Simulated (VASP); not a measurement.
Here is a VASP 6.6.1 calculation.

The input POSCAR:

```
WSe2
1.0
    3.3153441817      0.0000000000      0.0000000000
   -1.6576720909      2.8711722836      0.0000000000
    0.0000000000      0.0000000000      6.5191987047
W Se
1 2
Direct
    0.0000000000      0.0000000000      0.0000000000
    0.3333333333      0.6666666667      0.2571683813
    0.6666666667      0.3333333333      0.7428316187
```

The input INCAR.step1:

```
SYSTEM = WSe2
ALGO     = Normal         ! electronic algorithm
EDIFF    = 1E-5           ! SCF threshold, eV
ENCUT    = 520            ! plane-wave cutoff, eV
GGA      = PE             ! functional
ISIF     = 2              ! what is computed and relaxed
ISMEAR   = -1             ! smearing method
LASPH    = .True.         ! aspherical terms in the spheres
LCHARG   = .False.        ! write CHGCAR
LREAL    = .False.        ! projectors in reciprocal space
LWAVE    = .True.         ! write WAVECAR
NBANDS   = 20             ! bands
NELM     = 100            ! most SCF steps
PREC     = Accurate       ! precision mode
SIGMA    = 0.02           ! smearing width, eV
```

The input INCAR.step2:

```
SYSTEM = WSe2
ALGO     = Normal         ! electronic algorithm
EDIFF    = 1E-7           ! SCF threshold, eV
ENCUT    = 520            ! plane-wave cutoff, eV
GGA      = PE             ! functional
HFSCREEN = 0.2079         ! screening, 1/A
ISIF     = 2              ! what is computed and relaxed
ISMEAR   = -1             ! smearing method
ISTART   = 1            
LASPH    = .True.         ! aspherical terms in the spheres
LCHARG   = .False.        ! write CHGCAR
LHFCALC  = .True.         ! exact exchange
LREAL    = .False.        ! projectors in reciprocal space
LWAVE    = .False.        ! write WAVECAR
NBANDS   = 20             ! bands
NELM     = 100            ! most SCF steps
PREC     = Accurate       ! precision mode
PRECFOCK = Normal       
SIGMA    = 0.02           ! smearing width, eV
```

Contents of KPOINTS:

```
k-points
0
Gamma
  6 6 2
  0 0 0
```

Potentials or basis: VASP PAW PBE potentials, release 64 (W_sv, Se).

Run with:

```console
$ cat potpaw_PBE.64/W_sv/POTCAR potpaw_PBE.64/Se/POTCAR > POTCAR
$ cp INCAR.step1 INCAR
$ mpirun -np 1 vasp_std > vasp.out
$ cp INCAR.step2 INCAR
$ mpirun -np 1 vasp_std > vasp.out
```

(1) What does it give for the pressure?

(2) Estimate the largest force.

(3) What does it give for the band gap on the k mesh?

Answers

(1) -1.0 GPa.

(2) 0.309 eV/Å.

(3) zero (bands 13 and 14 overlap by 1.07 eV).

Caveat: the k points lie up to 0.48 Å⁻¹ apart, too coarse for converged energies and pressures of a metal; the PAW data sets were made with another functional, which shifts forces and pressure a little; spin-orbit coupling is left out, which moves the levels of the heavy elements; this functional lacks dispersion, which binds layers or chains, so the pressure and a relaxed spacing across them are unreliable.
